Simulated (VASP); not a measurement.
# PbSe (Pm-3m) in VASP: notebook, part 2 of 2

VASP 6.6.1. The steps go on from the part before.

### 5 Single point, PBEsol-based global hybrid

This run uses another cell than the first one, of 25.63 Å³/atom, 0.946 times its volume.

Contents of POSCAR:

```
PbSe
1.0
    3.7145241369      0.0000000000      0.0000000000
    0.0000000000      3.7145241369      0.0000000000
    0.0000000000      0.0000000000      3.7145241369
Pb Se
1 1
Direct
    0.0000000000      0.0000000000      0.0000000000
    0.5000000000      0.5000000000      0.5000000000
```

Contents of INCAR.step1:

```
SYSTEM = PbSe
  PREC = Accurate
  ENCUT = 520
  EDIFF = 1E-5
  ISMEAR = -1
  SIGMA = 0.05
  LREAL = .False.
  LASPH = .True.
  NELM = 60
  ALGO = Normal
  ISIF = 2
  LWAVE = .True.
  LCHARG = .False.
  NBANDS = 17
  GGA = PE
```

Contents of INCAR.step2:

```
SYSTEM = PbSe
  PREC = Accurate
  ENCUT = 520
  EDIFF = 1E-6
  ISMEAR = -1
  SIGMA = 0.05
  LREAL = .False.
  LASPH = .True.
  NELM = 60
  ALGO = Normal
  ISIF = 2
  LWAVE = .False.
  LCHARG = .False.
  GGA = PS
  LHFCALC = .True.
  AEXX = 0.25
  PRECFOCK = Normal
  NBANDS = 17
  ISTART = 1
```

Contents of KPOINTS:

```
Automatic mesh
0
Gamma
  4 4 4
  0 0 0
```

Potentials or basis: VASP PAW PBE potentials, release 64 (Pb_d, Se).

Command:

```sh
$ cat potpaw_PBE.64/Pb_d/POTCAR potpaw_PBE.64/Se/POTCAR > POTCAR
$ cp INCAR.step1 INCAR
$ mpirun -np 1 vasp_std > vasp.out
$ cp INCAR.step2 INCAR
$ mpirun -np 1 vasp_std > vasp.out
```

OUTCAR:

```text
SYSTEM = PbSe
   PREC = Accurate
   ENCUT = 520
   EDIFF = 1E-6
   ISMEAR = -1
   LREAL = .False.
   LASPH = .True.
   NELM = 60
   ISIF = 2
   GGA = PS
   LHFCALC = .True.
   AEXX = 0.25
   PRECFOCK = Normal
   ISTART = 1

 ion  position               nearest neighbor table
   1  0.000  0.000  0.000-   2 3.22   2 3.22   2 3.22   2 3.22   2 3.22   2 3.22   2 3.22   2 3.22

   2  0.500  0.500  0.500-   1 3.22   1 3.22   1 3.22   1 3.22   1 3.22   1 3.22   1 3.22   1 3.22

  LATTYP: Found a simple cubic cell.
[... 383 lines left out ...]

  FORCE on cell =-STRESS in cart. coord.  units (eV):
  Direction    XX          YY          ZZ          XY          YZ          ZX
  --------------------------------------------------------------------------------------
  -------------------------------------------------------------------------------------
  Total       -0.0741892     -0.0741892     -0.0741892      0.0000000      0.0000000      0.0000000
  in kB       -2.3192200     -2.3192200     -2.3192200      0.0000000      0.0000000      0.0000000
  external PRESSURE =      -2.3192200 kB  Pullay stress =       0.0000000 kB

 VOLUME and BASIS-vectors are now :
 -----------------------------------------------------------------------------
  energy-cutoff  :      520.00
  volume of cell :       51.25
      direct lattice vectors                 reciprocal lattice vectors
     3.714524137  0.000000000  0.000000000     0.269213488  0.000000000  0.000000000
     0.000000000  3.714524137  0.000000000     0.000000000  0.269213488  0.000000000
     0.000000000  0.000000000  3.714524137     0.000000000  0.000000000  0.269213488

 POSITION                                       TOTAL-FORCE (eV/Angst)
 -----------------------------------------------------------------------------------
      0.00000      0.00000      0.00000         0.000000      0.000000      0.000000
      1.85726      1.85726      1.85726         0.000000      0.000000      0.000000
 -----------------------------------------------------------------------------------
    total drift:                               -0.000003     -0.000003     -0.000003

  FREE ENERGIE OF THE ION-ELECTRON SYSTEM (eV)
  ---------------------------------------------------
  free  energy   TOTEN  =       -10.7019322880 eV

  energy  without entropy=      -10.7017793213  energy(sigma->0) =      -10.70185580
```

Run time: 8.8 min. Hardware: 1 thread of Intel Xeon Platinum 8375C at 2.90GHz (Ice Lake), shared host; peak memory 0.19 GiB.

Results:

```
Free energy            : -10.7019 eV
Pressure               : -0.2 GPa
Band gap on the k mesh : zero (band 10 reaches 5.70 eV, above the bottom of band 11 at 4.68 eV)
```

Levels at points of the mesh, in eV from the Fermi level:
| k point | band 8 | band 9 | band 10 | band 11 | band 12 | band 13 |
| --- | --- | --- | --- | --- | --- | --- |
| (0.00, 0.00, 0.00) | -2.16 | -2.16 | -2.16 | 6.11 | 6.11 | 7.87 |
| (0.50, 0.00, 0.00) | -0.66 | -0.66 | -0.32 | 0.97 | 4.55 | 4.55 |
| (0.50, 0.50, 0.00) | -5.54 | -5.54 | 0.31 | 5.57 | 5.57 | 6.55 |
| (0.50, 0.50, 0.50) | -3.13 | -3.13 | -3.13 | -0.71 | -0.71 | -0.71 |

Caveat: the k points lie up to 0.42 Å⁻¹ apart; the PAW data sets were made with another functional, which shifts forces and pressure a little; spin-orbit coupling is left out, which moves the levels of the heavy elements.

### 6 Single point, PBE0

Contents of POSCAR:

```
PbSe
1.0
    3.7843220000      0.0000000000      0.0000000000
    0.0000000000      3.7843220000      0.0000000000
    0.0000000000      0.0000000000      3.7843220000
Pb Se
1 1
Direct
    0.0000000000      0.0000000000      0.0000000000
    0.5000000000      0.5000000000      0.5000000000
```

Contents of INCAR.step1:

```
SYSTEM = PbSe
ALGO     = Normal         ! electronic algorithm
EDIFF    = 1E-5           ! SCF threshold, eV
ENCUT    = 520            ! plane-wave cutoff, eV
GGA      = PE             ! functional
ISIF     = 2              ! what is computed and relaxed
ISMEAR   = -1             ! smearing method
LASPH    = .TRUE.         ! aspherical terms in the spheres
LCHARG   = .FALSE.        ! write CHGCAR
LREAL    = .FALSE.        ! projectors in reciprocal space
LWAVE    = .TRUE.         ! write WAVECAR
NBANDS   = 17             ! bands
NELM     = 60             ! most SCF steps
PREC     = Accurate       ! precision mode
SIGMA    = 0.05           ! smearing width, eV
```

Contents of INCAR.step2:

```
SYSTEM = PbSe
AEXX     = 0.25           ! exact-exchange fraction
ALGO     = Normal         ! electronic algorithm
EDIFF    = 1E-6           ! SCF threshold, eV
ENCUT    = 520            ! plane-wave cutoff, eV
GGA      = PE             ! functional
ISIF     = 2              ! what is computed and relaxed
ISMEAR   = -1             ! smearing method
ISTART   = 1            
LASPH    = .TRUE.         ! aspherical terms in the spheres
LCHARG   = .FALSE.        ! write CHGCAR
LHFCALC  = .TRUE.         ! exact exchange
LREAL    = .FALSE.        ! projectors in reciprocal space
LWAVE    = .FALSE.        ! write WAVECAR
NBANDS   = 17             ! bands
NELM     = 60             ! most SCF steps
PREC     = Accurate       ! precision mode
PRECFOCK = Normal       
SIGMA    = 0.05           ! smearing width, eV
```

Contents of KPOINTS:

```
k-points
0
G
  4 4 4
  0 0 0
```

Potentials or basis: VASP PAW PBE potentials, release 64 (Pb_d, Se).

Command:

```sh
$ cat potpaw_PBE.64/Pb_d/POTCAR potpaw_PBE.64/Se/POTCAR > POTCAR
$ cp INCAR.step1 INCAR
$ mpirun -np 1 vasp_std > vasp.out
$ cp INCAR.step2 INCAR
$ mpirun -np 1 vasp_std > vasp.out
```

OUTCAR:

```text
SYSTEM = PbSe
   AEXX = 0.25
   EDIFF = 1E-6
   ENCUT = 520
   GGA = PE
   ISIF = 2
   ISMEAR = -1
   ISTART = 1
   LASPH = .TRUE.
   LHFCALC = .TRUE.
   LREAL = .FALSE.
   NELM = 60
   PREC = Accurate
   PRECFOCK = Normal

 ion  position               nearest neighbor table
   1  0.000  0.000  0.000-   2 3.28   2 3.28   2 3.28   2 3.28   2 3.28   2 3.28   2 3.28   2 3.28

   2  0.500  0.500  0.500-   1 3.28   1 3.28   1 3.28   1 3.28   1 3.28   1 3.28   1 3.28   1 3.28

  LATTYP: Found a simple cubic cell.
 ALAT       =     3.7843220000

  Lattice vectors:

 A1 = (   3.7843220000,   0.0000000000,   0.0000000000)
 A2 = (   0.0000000000,   3.7843220000,   0.0000000000)
 A3 = (   0.0000000000,   0.0000000000,   3.7843220000)

Analysis of symmetry for initial positions (statically):
=====================================================================
 Subroutine PRICEL returns:
 Original cell was already a primitive cell.

 Routine SETGRP: Setting up the symmetry group for a
 simple cubic supercell.

 Subroutine GETGRP returns: Found 48 space group operations
 (whereof 48 operations were pure point group operations)
 out of a pool of 48 trial point group operations.

The static configuration has the point symmetry O_h .

Analysis of symmetry for dynamics (positions and initial velocities):
=====================================================================
 Subroutine PRICEL returns:
 Original cell was already a primitive cell.

 Routine SETGRP: Setting up the symmetry group for a
 simple cubic supercell.

 Subroutine GETGRP returns: Found 48 space group operations
 (whereof 48 operations were pure point group operations)
 out of a pool of 48 trial point group operations.

The dynamic configuration has the point symmetry O_h .

 Subroutine INISYM returns: Found 48 space group operations
 (whereof 48 operations are pure point group operations),
 and found     1 'primitive' translations

----------------------------------------------------------------------------------------

                                     Primitive cell

  volume of cell :      54.1956

  direct lattice vectors                    reciprocal lattice vectors
     3.784322000  0.000000000  0.000000000     0.264248127  0.000000000  0.000000000
     0.000000000  3.784322000  0.000000000     0.000000000  0.264248127  0.000000000
     0.000000000  0.000000000  3.784322000     0.000000000  0.000000000  0.264248127

  length of vectors
     3.784322000  3.784322000  3.784322000     0.264248127  0.264248127  0.264248127

  position of ions in fractional coordinates (direct lattice)
     0.000000000  0.000000000  0.000000000
     0.500000000  0.500000000  0.500000000

  ion indices of the primitive-cell ions
   primitive index   ion index
                 1           1
                 2           2

[... 27 lines left out ...]
            Coordinates               Weight
  0.000000  0.000000  0.000000      1.000000
  0.250000  0.000000  0.000000      6.000000
  0.500000  0.000000  0.000000      3.000000
  0.250000  0.250000  0.000000     12.000000
  0.500000  0.250000  0.000000     12.000000
  0.500000  0.500000  0.000000      3.000000
  0.250000  0.250000  0.250000      8.000000
  0.500000  0.250000  0.250000     12.000000
  0.500000  0.500000  0.250000      6.000000
  0.500000  0.500000  0.500000      1.000000
   k-points           NKPTS =     10   k-points in BZ     NKDIM =     64   number of bands    NBANDS=     17
   number of dos      NEDOS =    301   number of ions     NIONS =      2
   total plane-waves  NPLWV =  21952
   dimension x,y,z NGX =    28 NGY =   28 NGZ =   28
   dimension x,y,z NGXF=    56 NGYF=   56 NGZF=   56
   ions per type =               1   1
   NGX,Y,Z   is equivalent  to a cutoff of  12.30, 12.30, 12.30 a.u.
   NGXF,Y,Z  is equivalent  to a cutoff of  24.60, 24.60, 24.60 a.u.
 SYSTEM =  PbSe
   PREC   = accura    normal or accurate (medium, high low for compatibility)
   ISTART =      1    job   : 0-new  1-cont  2-samecut
   ICHARG =      0    charge: 1-file 2-atom 10-const
   ISPIN  =      1    spin polarized calculation?
   LNONCOLLINEAR =      F non collinear calculations
   LSORBIT =      F    spin-orbit coupling
   LASPH  =      T    aspherical Exc in radial PAW
   ENCUT  =  520.0 eV  38.22 Ry    6.18 a.u.   7.04  7.04  7.04*2*pi/ulx,y,z
   NELM   =     60;   NELMIN=  2; NELMDL=  0     # of ELM steps
   EDIFF  = 0.1E-05   stopping-criterion for ELM
   LREAL  =      F    real-space projection
   EDIFFG = 0.1E-04   stopping-criterion for IOM
   NSW    =      0    number of steps for IOM
   IBRION =     -1    ionic relax: 0-MD 1-quasi-New 2-CG
   NFREE  =      0    steps in history (QN), initial steepest desc. (CG)
   ISIF   =      2    stress and relaxation
   ISYM   =      3    0-nonsym 1-usesym 2-fastsym
   POTIM  = 0.5000    time-step for ionic-motion
   TEBEG  =    0.0;   TEEND  =   0.0 temperature during run
   PSTRESS=    0.0 pullay stress
   NELECT =      20.0000    total number of electrons
   NUPDOWN=      -1.0000    fix difference up-down
   EMIN   =  10.00;   EMAX   =-10.00  energy-range for DOS
   EFERMI =   0.00;   METHOD = LEGACY
   ISMEAR =    -1;   SIGMA  =   0.05  broadening in eV -4-tet -1-fermi 0-gaus
   EFERMI_NEDOS =   21; number of points for ismear=-14 and -15
   IALGO  =     38    algorithm
   IMIX   =      1    mixing-type and parameters
     AMIX     =   0.40;   BMIX     =  1.00
     AMIX_MAG =   1.60;   BMIX_MAG =  1.00
  volume/ion in A,a.u.               =      27.10       182.87
  Fermi-wavevector in a.u.,A,eV,Ry     =   1.174258  2.219025 18.760817  1.378881
  Thomas-Fermi vector in A             =   2.310658
   LORBIT       =      0    0 simple, 1 ext, 2 COOP (PROOUT), +10 PAW based schemes
   GGA     = PE    functional components
   LHFCALC =     T    Hartree Fock is set to
   PRECFOCK=normal    Normal, Fast or Accurate (Low or Medium for compatibility)
   ENCUT4O =  -1.0   cutoff for four orbital integrals eV
   NKREDX  =     1    reduce k-point grid by
   NKREDY  =     1    reduce k-point grid by
   NKREDZ  =     1    reduce k-point grid by
   AEXX    =    0.2500 exact exchange contribution
   HFSCREEN=    0.0000 screening length (either q_TF or 0.3 A-1)
   HFSCREENC=   0.0000 screening length for correlation (either q_TF or 0.3 A-1)
   ENCUTFOCK=  -1.0 apply spherical cutoff to Coloumb kernel
   IVDW    =     0    specifies the selected vdW correction
   LEPSILON=     F    determine dielectric tensor
   LRPA    =     F    only Hartree local field effects (RPA)
 non-spin polarized calculation
  energy-cutoff  :      520.00
  volume of cell :       54.20
 maximum number of plane-waves:      1492
  NGX = 24; NGY = 24; NGZ = 24

 number of electron      20.0000009 magnetization

 Free energy of the ion-electron system (eV)
  ---------------------------------------------------
  ext. energy  EPLUGINS =         0.00000000
  ---------------------------------------------------
  free energy    TOTEN  =       -10.14776765 eV

  energy without entropy =      -10.14767233  energy(sigma->0) =      -10.14771999

 E-fermi :   4.8731     XC(G=0):  -7.8617

 val. band max:        4.4540348760   @ k =   0.5000   0.2500   0.0000
 cond. band min:       5.2103658356   @ k =   0.5000   0.5000   0.0000
 fundamental gap:      0.7563309595
 Fermi energy:         4.8730536208

 k-point     1 :       0.0000    0.0000    0.0000
  band No.  band energies     occupation
      1     -14.1509      2.00000
      2     -14.1509      2.00000
      3     -14.0042      2.00000
      4     -14.0042      2.00000
      5     -14.0042      2.00000
      6      -9.9734      2.00000
[... 177 lines left out ...]
      4     -13.9564      2.00000
      5     -13.9564      2.00000
      6      -7.7866      2.00000
[... 9 lines left out ...]
     16      20.3909      0.00000
     17      24.0306      0.00000

------------------------ aborting loop because EDIFF is reached ----------------------------------------

  FORCE on cell =-STRESS in cart. coord.  units (eV):
  Direction    XX          YY          ZZ          XY          YZ          ZX
  --------------------------------------------------------------------------------------
  -------------------------------------------------------------------------------------
  Total       -0.4280743     -0.4280743     -0.4280743      0.0000000      0.0000000     -0.0000000
  in kB      -12.6550960    -12.6550960    -12.6550960      0.0000000      0.0000000     -0.0000000
  external PRESSURE =     -12.6550960 kB  Pullay stress =       0.0000000 kB

 VOLUME and BASIS-vectors are now :
 -----------------------------------------------------------------------------
  energy-cutoff  :      520.00
  volume of cell :       54.20
      direct lattice vectors                 reciprocal lattice vectors
     3.784322000  0.000000000  0.000000000     0.264248127  0.000000000  0.000000000
     0.000000000  3.784322000  0.000000000     0.000000000  0.264248127  0.000000000
     0.000000000  0.000000000  3.784322000     0.000000000  0.000000000  0.264248127

 POSITION                                       TOTAL-FORCE (eV/Angst)
 -----------------------------------------------------------------------------------
      0.00000      0.00000      0.00000         0.000000      0.000000      0.000000
      1.89216      1.89216      1.89216         0.000000      0.000000      0.000000
 -----------------------------------------------------------------------------------
    total drift:                                0.000000     -0.000001     -0.000000

  FREE ENERGIE OF THE ION-ELECTRON SYSTEM (eV)
  ---------------------------------------------------
  free  energy   TOTEN  =       -10.1477676454 eV

  energy  without entropy=      -10.1476723302  energy(sigma->0) =      -10.14771999
```

It took 8 min on 1 thread of Intel Xeon Platinum 8375C at 2.90GHz (Ice Lake), shared host; peak memory 0.19 GiB.

What came out:

| Property | Result |
| --- | --- |
| Free energy | -10.1478 eV |
| Pressure | -1.3 GPa |
| Band gap on the k mesh | zero (band 10 reaches 5.21 eV, above the bottom of band 11 at 4.42 eV) |

Levels at points of the mesh, in eV from the Fermi level:
```csv
k point,band 8,band 9,band 10,band 11,band 12,band 13
"(0.00, 0.00, 0.00)",-1.98,-1.98,-1.98,6.23,6.23,7.50
"(0.50, 0.00, 0.00)",-0.61,-0.61,-0.45,1.00,4.52,4.52
"(0.50, 0.50, 0.00)",-5.12,-5.12,0.34,5.41,5.41,6.33
"(0.50, 0.50, 0.50)",-2.89,-2.89,-2.89,-0.45,-0.45,-0.45
```

Caveat: the k points lie up to 0.42 Å⁻¹ apart; the PAW data sets were made with another functional, which shifts forces and pressure a little; spin-orbit coupling is left out, which moves the levels of the heavy elements.

### 7 Overview

| level | cell | k mesh | smearing | grid for exact exchange (PRECFOCK) | screening parameter | share of exact exchange | gap on the mesh (eV) | pressure (GPa) |
| --- | --- | --- | --- | --- | --- | --- | --- | --- |
| PBEsol | a = 3.784 Å, 2 atoms | 12 × 12 × 12 | methfessel-paxton 0.1 eV | - | - | - | none | -3.1 |
| HSE06 | a = 3.784 Å, 2 atoms | 4 × 4 × 4 | methfessel-paxton 0.05 eV | Normal | 0.2079 1/Å | - | none | -1.1 |
| PBEsol-based global hybrid | a = 3.715 Å, 2 atoms | 4 × 4 × 4 | fermi-dirac 0.05 eV | Normal | - | 0.25 | none | -0.2 |
| PBE0 | a = 3.784 Å, 2 atoms | 4 × 4 × 4 | fermi-dirac 0.05 eV | Normal | - | - | none | -1.3 |

Alike in all rows: task single point; potentials or basis VASP PAW PBE potentials, release 64 (Pb_d, Se); no spin polarisation; cutoff (eV) 520.

Caveats: some runs use coarse meshes; the PAW data sets were made with another functional, which shifts forces and pressure a little; spin-orbit coupling is left out, which moves the levels of the heavy elements.

Absolute energies hang on the potentials; compare differences alone.
